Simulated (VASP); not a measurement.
# Ti (Fm-3m) in VASP: a series of runs

Aim: see how the results for Ti move with the level of theory and the settings. Levels: r2SCAN+D4, PBEsol, PBEsol+D3(BJ). Tasks: electric field gradients, vibrations by perturbation theory, elastic constants.

All numbers are computed with VASP 6.6.1; they aren't measurements. Logs are shortened: lines on timing, memory, paths and dates and some standing lists are left out, and cuts for length are marked.

## 1. The cell of the first run

It takes space group Fm-3m (No. 225, cubic). Conventional cell: a = 4.060 Å, b = 4.060 Å, c = 4.060 Å, α = 90.00°, β = 90.00°, γ = 90.00°. Ti (site symmetry m-3m) has 12 Ti at 2.87 Å within 3.8 Å.

## 2. Electric field gradients, r2SCAN+D4

File POSCAR:

```
Ti
1.0
    0.0000000000      2.0300000000      2.0300000000
    2.0300000000      0.0000000000      2.0300000000
    2.0300000000      2.0300000000      0.0000000000
Ti
1
Direct
    0.0000000000      0.0000000000      0.0000000000
```

File INCAR.step1:

```
ALGO = Normal
EDIFF = 1E-4
ENCUT = 520
GGA = PE
ISMEAR = 1
LASPH = True
LCHARG = False
LREAL = False
LWAVE = True
NBANDS = 12
NELM = 100
PREC = Accurate
SIGMA = 0.2
```

File INCAR.step2:

```
ALGO = Normal
EDIFF = 1E-8
ENCUT = 520
ISIF = 2
ISMEAR = 1
ISTART = 1
IVDW = 13
LASPH = True
LCHARG = False
LEFG = True
LMIXTAU = True
LREAL = False
LWAVE = False
METAGGA = R2SCAN
NBANDS = 12
NELM = 100
PREC = Accurate
SIGMA = 0.2
VDW_A1 = 0.51559235
VDW_A2 = 5.77342911
VDW_S6 = 1.0
VDW_S8 = 0.6018749
```

File KPOINTS:

```
k-points
0
Gamma
  11 11 11
```

Potentials or basis: VASP PAW PBE potentials, release 64 (Ti_sv).

Started as:

```sh
$ cat potpaw_PBE.64/Ti_sv/POTCAR > POTCAR
$ cp INCAR.step1 INCAR
$ mpirun -np 1 vasp_std > vasp.out
$ cp INCAR.step2 INCAR
$ mpirun -np 1 vasp_std > vasp.out
```

OUTCAR:

```text
EDIFF = 1E-8
   ENCUT = 520
   ISIF = 2
   ISMEAR = 1
   ISTART = 1
   IVDW = 13
   LASPH = True
   LREAL = False
   METAGGA = R2SCAN
   NELM = 100
   PREC = Accurate

 ion  position               nearest neighbor table
   1  0.000  0.000  0.000-

  LATTYP: Found a face centered cubic cell.
 ALAT       =     4.0600000000

  Lattice vectors:

 A1 = (   0.0000000000,   2.0300000000,   2.0300000000)
 A2 = (   2.0300000000,   0.0000000000,   2.0300000000)
 A3 = (   2.0300000000,   2.0300000000,   0.0000000000)

Analysis of symmetry for initial positions (statically):
=====================================================================
 Subroutine PRICEL returns:
 Original cell was already a primitive cell.

 Routine SETGRP: Setting up the symmetry group for a
 face centered cubic supercell.

 Subroutine GETGRP returns: Found 48 space group operations
 (whereof 48 operations were pure point group operations)
 out of a pool of 48 trial point group operations.

The static configuration has the point symmetry O_h .

Analysis of symmetry for dynamics (positions and initial velocities):
=====================================================================
 Subroutine PRICEL returns:
 Original cell was already a primitive cell.

 Routine SETGRP: Setting up the symmetry group for a
 face centered cubic supercell.

 Subroutine GETGRP returns: Found 48 space group operations
 (whereof 48 operations were pure point group operations)
 out of a pool of 48 trial point group operations.

The dynamic configuration has the point symmetry O_h .

 Subroutine INISYM returns: Found 48 space group operations
 (whereof 48 operations are pure point group operations),
 and found     1 'primitive' translations

----------------------------------------------------------------------------------------

                                     Primitive cell

  volume of cell :      16.7309

  direct lattice vectors                    reciprocal lattice vectors
     0.000000000  2.030000000  2.030000000    -0.246305419  0.246305419  0.246305419
     2.030000000  0.000000000  2.030000000     0.246305419 -0.246305419  0.246305419
     2.030000000  2.030000000  0.000000000     0.246305419  0.246305419 -0.246305419

  length of vectors
     2.870853532  2.870853532  2.870853532     0.426613499  0.426613499  0.426613499

  position of ions in fractional coordinates (direct lattice)
     0.000000000  0.000000000  0.000000000

  ion indices of the primitive-cell ions
   primitive index   ion index
                 1           1

----------------------------------------------------------------------------------------

 KPOINTS: k-points

Automatic generation of k-mesh.
 Grid dimensions read from file:
 generate k-points for:   11   11   11

 Generating k-lattice:

  Cartesian coordinates                     Fractional coordinates (reciprocal lattice)
    -0.022391402  0.022391402  0.022391402     0.090909091  0.000000000  0.000000000
     0.022391402 -0.022391402  0.022391402     0.000000000  0.090909091  0.000000000
     0.022391402  0.022391402 -0.022391402     0.000000000  0.000000000  0.090909091

  Length of vectors
     0.038783045  0.038783045  0.038783045

  Shift w.r.t. Gamma in fractional coordinates (k-lattice)
     0.000000000  0.000000000  0.000000000

 Subroutine IBZKPT returns following result:
 ===========================================

 Found     56 irreducible k-points:

 Following reciprocal coordinates:
            Coordinates               Weight
  0.000000  0.000000  0.000000      1.000000
  0.090909  0.000000  0.000000      8.000000
  0.181818  0.000000  0.000000      8.000000
  0.272727  0.000000  0.000000      8.000000
  0.363636  0.000000  0.000000      8.000000
  0.454545  0.000000  0.000000      8.000000
[... 16 lines left out ...]
 -0.272727  0.181818  0.000000     24.000000
 -0.181818  0.181818  0.000000     12.000000
 [... further k-points ...]
   k-points           NKPTS =     56   k-points in BZ     NKDIM =     56   number of bands    NBANDS=     12
   number of dos      NEDOS =    301   number of ions     NIONS =      1
   total plane-waves  NPLWV =  13824
   dimension x,y,z NGX =    24 NGY =   24 NGZ =   24
   dimension x,y,z NGXF=    48 NGYF=   48 NGZF=   48
   ions per type =               1
   NGX,Y,Z   is equivalent  to a cutoff of  13.90, 13.90, 13.90 a.u.
   NGXF,Y,Z  is equivalent  to a cutoff of  27.80, 27.80, 27.80 a.u.
 SYSTEM =  unknown system
   PREC   = accura    normal or accurate (medium, high low for compatibility)
   ISTART =      1    job   : 0-new  1-cont  2-samecut
   ICHARG =      0    charge: 1-file 2-atom 10-const
   ISPIN  =      1    spin polarized calculation?
   LNONCOLLINEAR =      F non collinear calculations
   LSORBIT =      F    spin-orbit coupling
   LASPH  =      T    aspherical Exc in radial PAW
   ENCUT  =  520.0 eV  38.22 Ry    6.18 a.u.   5.34  5.34  5.34*2*pi/ulx,y,z
   NELM   =    100;   NELMIN=  2; NELMDL=  0     # of ELM steps
   EDIFF  = 0.1E-07   stopping-criterion for ELM
   LREAL  =      F    real-space projection
   EDIFFG = 0.1E-06   stopping-criterion for IOM
   NSW    =      0    number of steps for IOM
   IBRION =     -1    ionic relax: 0-MD 1-quasi-New 2-CG
   NFREE  =      0    steps in history (QN), initial steepest desc. (CG)
   ISIF   =      2    stress and relaxation
   ISYM   =      2    0-nonsym 1-usesym 2-fastsym
   POTIM  = 0.5000    time-step for ionic-motion
   TEBEG  =    0.0;   TEEND  =   0.0 temperature during run
   PSTRESS=    0.0 pullay stress
   NELECT =      12.0000    total number of electrons
   NUPDOWN=      -1.0000    fix difference up-down
   EMIN   =  10.00;   EMAX   =-10.00  energy-range for DOS
   EFERMI =   0.00;   METHOD = LEGACY
   ISMEAR =     1;   SIGMA  =   0.20  broadening in eV -4-tet -1-fermi 0-gaus
   EFERMI_NEDOS =   21; number of points for ismear=-14 and -15
   IALGO  =     38    algorithm
   IMIX   =      4    mixing-type and parameters
     AMIX     =   0.40;   BMIX     =  1.00
     AMIX_MAG =   1.60;   BMIX_MAG =  1.00
  volume/ion in A,a.u.               =      16.73       112.91
  Fermi-wavevector in a.u.,A,eV,Ry     =   1.465421  2.769245 29.217967  2.147460
  Thomas-Fermi vector in A             =   2.581280
   LORBIT       =      0    0 simple, 1 ext, 2 COOP (PROOUT), +10 PAW based schemes
   METAGGA = R2SCAN    functional components
   LHFCALC =     F    Hartree Fock is set to
   AEXX    =    0.0000 exact exchange contribution
   IVDW    =    13    specifies the selected vdW correction
   LEPSILON=     F    determine dielectric tensor
   LRPA    =     F    only Hartree local field effects (RPA)
 non-spin polarized calculation
 Methfessel and Paxton  Order N= 1 SIGMA  =   0.20
  energy-cutoff  :      520.00
  volume of cell :       16.73
 maximum number of plane-waves:       463
 NGX is ok and might be reduce to    24
   NGX = 11   NGY = 11   NGZ = 11

 number of electron      12.0000002 magnetization

 Free energy of the ion-electron system (eV)
  ---------------------------------------------------
  ext. energy  EPLUGINS =         0.00000000
  ---------------------------------------------------
  free energy    TOTEN  =       -12.87075134 eV

  energy without entropy =      -12.87080457  energy(sigma->0) =      -12.87076908

 E-fermi :   8.6321     XC(G=0): -12.6040

 val. band max:        8.6228309393   @ k =   0.2727   0.1818   0.0909
 cond. band min:       8.6516914937   @ k =   0.1818   0.1818   0.0000
 fundamental gap:      0.0288605544
 Fermi energy:         8.6321302095

 k-point     1 :       0.0000    0.0000    0.0000
  band No.  band energies     occupation
      1     -50.3284      2.00000
      2     -25.0867      2.00000
      3     -25.0867      2.00000
      4     -25.0867      2.00000
      5       2.0872      2.00000
      6       9.6711     -0.00000
      7       9.6711     -0.00000
      8       9.6711     -0.00000
      9      11.5632     -0.00000
     10      11.5632     -0.00000
     11      24.6239      0.00000
     12      29.7087      0.00000
[... 331 lines left out ...]
 k-point    24 :      -0.1818    0.1818    0.0000
  band No.  band energies     occupation
      1     -50.2294      2.00000
      2     -25.5232      2.00000
      3     -25.2645      2.00000
      4     -25.1358      2.00000
      5       4.7272      2.00000
      6       8.4528      2.02165
      7       9.5924     -0.00000
      8      10.6313     -0.00000
      9      10.7064     -0.00000
     10      12.5367     -0.00000
     11      23.0394      0.00000
     12      23.5077      0.00000

 [... further k-points ...]

------------------------ aborting loop because EDIFF is reached ----------------------------------------

  DFT-D4 for vdW energy calculation

  Edisp (eV):   -0.06966

  FORCE on cell =-STRESS in cart. coord.  units (eV):
  Direction    XX          YY          ZZ          XY          YZ          ZX
  --------------------------------------------------------------------------------------
  -------------------------------------------------------------------------------------
  Total       0.41680     0.41680     0.41680    -0.00000    -0.00000     0.00000
  in kB      39.91383    39.91383    39.91383    -0.00000    -0.00000     0.00000
  external pressure =       39.91 kB  Pullay stress =        0.00 kB

 VOLUME and BASIS-vectors are now :
 -----------------------------------------------------------------------------
  energy-cutoff  :      520.00
  volume of cell :       16.73
      direct lattice vectors                 reciprocal lattice vectors
     0.000000000  2.030000000  2.030000000    -0.246305419  0.246305419  0.246305419
     2.030000000  0.000000000  2.030000000     0.246305419 -0.246305419  0.246305419
     2.030000000  2.030000000  0.000000000     0.246305419  0.246305419 -0.246305419

 POSITION                                       TOTAL-FORCE (eV/Angst)
 -----------------------------------------------------------------------------------
      0.00000      0.00000      0.00000        -0.000000      0.000000      0.000000
 -----------------------------------------------------------------------------------
    total drift:                               -0.000000      0.000000     -0.000000

  FREE ENERGIE OF THE ION-ELECTRON SYSTEM (eV)
  ---------------------------------------------------
  free  energy   TOTEN  =       -12.9404091731 eV

  energy  without entropy=      -12.9404624003  energy(sigma->0) =      -12.94042692

 Electric field gradients (V/A^2)
---------------------------------------------------------------------
 ion       V_xx      V_yy      V_zz      V_xy      V_xz      V_yz
---------------------------------------------------------------------
   1       0.000    -0.000     0.000    -0.001    -0.001    -0.001
---------------------------------------------------------------------

 Electric field gradients after diagonalization (V/A^2)
 (convention: |V_zz| > |V_xx| > |V_yy|)
----------------------------------------------------------------------
 ion       V_xx      V_yy      V_zz     asymmetry (V_yy - V_xx)/ V_zz
----------------------------------------------------------------------
   1       0.001     0.001    -0.001       0.000
----------------------------------------------------------------------

           NMR quadrupolar parameters

 Cq : quadrupolar parameter    Cq=e*Q*V_zz/h
 eta: asymmetry parameters     (V_yy - V_xx)/ V_zz
 Q  : nuclear electric quadrupole moment in mb (millibarn)
----------------------------------------------------------------------
 ion       Cq(MHz)       eta       Q (mb)
----------------------------------------------------------------------
   1      -0.000       0.000       1.000
----------------------------------------------------------------------
```

It took 46 s on 1 thread of AMD EPYC 9R45 (Zen 5), shared host; peak memory 0.12 GiB.

What came out:

| Item | Value |
| --- | --- |
| Free energy | -12.9404 eV |
| Pressure | 4.0 GPa |
| Band gap on the k mesh | zero (band 6 reaches 9.67 eV, above the bottom of band 7 at 8.34 eV) |
| Dispersion energy per atom | -0.070 eV |

Caveat: without QUAD_EFG the Cq values of the log hold for a quadrupole moment of 1 mb, not for the nuclei; the PAW data sets were made with another functional, which shifts forces and pressure a little; pairwise dispersion overbinds metals, which lowers pressure and volume.

## 3. Vibrations by perturbation theory, PBEsol

File INCAR:

```
PREC = Accurate
ENCUT = 520
EDIFF = 1E-8
ISMEAR = -1
SIGMA = 0.05
LREAL = False
LASPH = True
NELM = 60
ALGO = Fast
ISIF = 2
LWAVE = False
LCHARG = True
GGA = PS
NBANDS = 12
IBRION = 8
NSW = 1
```

File KPOINTS:

```
Automatic mesh
0
Gamma
  8 8 8
```

POSCAR is that of step 2.

Potentials or basis: VASP PAW PBE potentials, release 64 (Ti_sv).

Started as:

```sh
$ cat potpaw_PBE.64/Ti_sv/POTCAR > POTCAR
$ mpirun -np 1 vasp_std > vasp.out
```

OUTCAR:

```text
PREC = Accurate
   ENCUT = 520
   EDIFF = 1E-8
   ISMEAR = -1
   LREAL = False
   LASPH = True
   NELM = 60
   ISIF = 2
   GGA = PS
   IBRION = 8
   NSW = 1

 ion  position               nearest neighbor table
   1  0.000  0.000  0.000-

  LATTYP: Found a face centered cubic cell.
 ALAT       =     4.0600000000

  Lattice vectors:

 A1 = (   0.0000000000,   2.0300000000,   2.0300000000)
 A2 = (   2.0300000000,   0.0000000000,   2.0300000000)
 A3 = (   2.0300000000,   2.0300000000,   0.0000000000)

Analysis of symmetry for initial positions (statically):
=====================================================================
 Subroutine PRICEL returns:
 Original cell was already a primitive cell.

 Routine SETGRP: Setting up the symmetry group for a
 face centered cubic supercell.

 Subroutine GETGRP returns: Found 48 space group operations
 (whereof 48 operations were pure point group operations)
 out of a pool of 48 trial point group operations.

The static configuration has the point symmetry O_h .

Analysis of symmetry for dynamics (positions and initial velocities):
=====================================================================
 Subroutine PRICEL returns:
 Original cell was already a primitive cell.

 Routine SETGRP: Setting up the symmetry group for a
 face centered cubic supercell.

 Subroutine GETGRP returns: Found 48 space group operations
 (whereof 48 operations were pure point group operations)
 out of a pool of 48 trial point group operations.

The dynamic configuration has the point symmetry O_h .

 Subroutine INISYM returns: Found 48 space group operations
 (whereof 48 operations are pure point group operations),
[... 530 lines left out ...]
     2.030000000  0.000000000  2.030000000     0.246305419 -0.246305419  0.246305419
     2.030000000  2.030000000  0.000000000     0.246305419  0.246305419 -0.246305419

 POSITION                                       TOTAL-FORCE (eV/Angst)
 -----------------------------------------------------------------------------------
      0.00000      0.00000      0.00000        -0.000000      0.000000      0.000000
 -----------------------------------------------------------------------------------
    total drift:                                0.000000      0.000000      0.000000

  FREE ENERGIE OF THE ION-ELECTRON SYSTEM (eV)
  ---------------------------------------------------
  free  energy   TOTEN  =        -8.2853272416 eV

  energy  without entropy=       -8.2716770849  energy(sigma->0) =       -8.27850216

[... ionic steps 2 to 3 ...]

--------------------------------------- Ionic step        4  -------------------------------------------

 Free energy of the ion-electron system (eV)
  ---------------------------------------------------
  ---------------------------------------------------
  free energy    TOTEN  =        -0.53407501 eV

  energy without entropy =       -0.53407500

------------------------ aborting loop because EDIFF is reached ----------------------------------------

 INTERNAL STRAIN TENSOR  FOR ION    1  DIRECTION 1   (eV/Angst):
 -----------------------------------------------------------------------------
     0.03591  0.00000  0.00000
     0.00000  0.00835  0.00000
     0.00000  0.00000  0.00835

 INTERNAL STRAIN TENSOR FOR ION    1 for displacements in x,y,z  (eV/Angst):
          X           Y           Z          XY          YZ          ZX
  --------------------------------------------------------------------------------
  x     0.00000     0.00000     0.00000     0.00000     0.00000     0.00000
  y     0.00000     0.00000     0.00000     0.00000     0.00000     0.00000
  z     0.00000     0.00000     0.00000     0.00000     0.00000     0.00000

 SECOND DERIVATIVES (NOT SYMMETRIZED)
 ------------------------------------
               1X          1Y          1Z
  1X     0.004899    0.000000    0.000000
  1Y     0.000000    0.004899    0.000000
  1Z     0.000000    0.000000    0.004899

 Eigenvectors and eigenvalues of the dynamical matrix
 ----------------------------------------------------

   1 f/i=    0.158142 THz     0.993634 2PiTHz    5.275044 cm-1     0.654022 meV
             X         Y         Z           dx          dy          dz
      0.000000  0.000000  0.000000     1.000000    0.000000    0.000000

   2 f/i=    0.158142 THz     0.993634 2PiTHz    5.275044 cm-1     0.654022 meV
             X         Y         Z           dx          dy          dz
      0.000000  0.000000  0.000000     0.000000    1.000000    0.000000

   3 f/i=    0.158142 THz     0.993634 2PiTHz    5.275044 cm-1     0.654022 meV
             X         Y         Z           dx          dy          dz
      0.000000  0.000000  0.000000     0.000000    0.000000    1.000000

--------------------------------------------------------------------------------------------------------

 ELASTIC MODULI CONTR FROM IONIC RELAXATION (kBar)
 Direction    XX          YY          ZZ          XY          YZ          ZX
 --------------------------------------------------------------------------------
 XX           0.0000      0.0000      0.0000      0.0000      0.0000      0.0000
 YY           0.0000      0.0000      0.0000      0.0000      0.0000      0.0000
 ZZ           0.0000      0.0000      0.0000      0.0000      0.0000      0.0000
 XY           0.0000      0.0000      0.0000      0.0000      0.0000      0.0000
 YZ           0.0000      0.0000      0.0000      0.0000      0.0000      0.0000
 ZX           0.0000      0.0000      0.0000      0.0000      0.0000      0.0000
 --------------------------------------------------------------------------------
```

stdout:

```text
POSCAR found type information on POSCAR Ti
 POSCAR found :  1 types and       1 ions
 scaLAPACK will be used
 -----------------------------------------------------------------------------
|                                                                             |
|                                                                             |
[... 24 lines left out ...]
 num prob  num prob  num prob  num prob  num prob  num prob  num prob  num prob  num prob  num prob  num prob RMM:  32    -0.828532724161E+01   -0.91106E-08   -0.93911E-08   314   0.779E-04
 Linear response reoptimize wavefunctions to high precision
 Linear response DOF=           1
 Linear response progress:
 first order change of Fermi-energy  -0.14729E-02
 force on displaced ion       1 direction 1 :   0.005   0.000   0.000
 Linear response finished
```

Run time: 2.8 min. Hardware: 1 thread of AMD EPYC 7R13, shared host; peak memory 0.13 GiB.

Caveat: the PAW data sets were made with another functional, which shifts forces and pressure a little.

(Part 1 of 2 ends here.)
